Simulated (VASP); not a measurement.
Write the native input for VASP 6.6.1 that does the following.

* Task: single point
* Functional: PBE
* Potentials or basis: VASP PAW PBE potentials, release 64 (Lu)
* Cutoff: 520 eV
* k mesh: 13 × 13 × 13
* Occupations: fermi-dirac, width 0.1 eV
* Spin: no spin polarisation
* Dipole correction: no
* Further INCAR settings: ALGO = Normal; EDIFF = 1e-06; NBANDS = 18

The structure of Lu lies in POSCAR:

```
Lu
1.0
   -1.9505918332      1.9505918332      1.9505918332
    1.9505918332     -1.9505918332      1.9505918332
    1.9505918332      1.9505918332     -1.9505918332
Lu
1
Direct
    0.0000000000      0.0000000000      0.0000000000
```

This isn't the form of Lu at room conditions, which is hcp.

These files were run (other wordings do the same):

INCAR

```
PREC = Accurate
ENCUT = 520
EDIFF = 1E-6
ISMEAR = -1
SIGMA = 0.1
LREAL = False
LASPH = True
NELM = 60
ALGO = Normal
ISIF = 2
LWAVE = False
LCHARG = False
GGA = PE
NBANDS = 18
```

KPOINTS

```
regular mesh
0
Gamma
  13 13 13
```

Potentials or basis: VASP PAW PBE potentials, release 64 (Lu).

Command:

```sh
$ cat potpaw_PBE.64/Lu/POTCAR > POTCAR
$ mpirun -np 1 vasp_std > vasp.out
```

It gave:

| Item | Value |
| --- | --- |
| Pressure | 0.1 GPa |
| Band gap on the k mesh | zero (an odd number of electrons rules out a gap without spin polarisation) |

Caveat: spin-orbit coupling is left out, which moves the levels of the heavy elements.

It took 26 s on 1 thread of Intel(R) Xeon(R) 6975P-C (Granite Rapids) (shared host), peak memory 0.2 GiB.
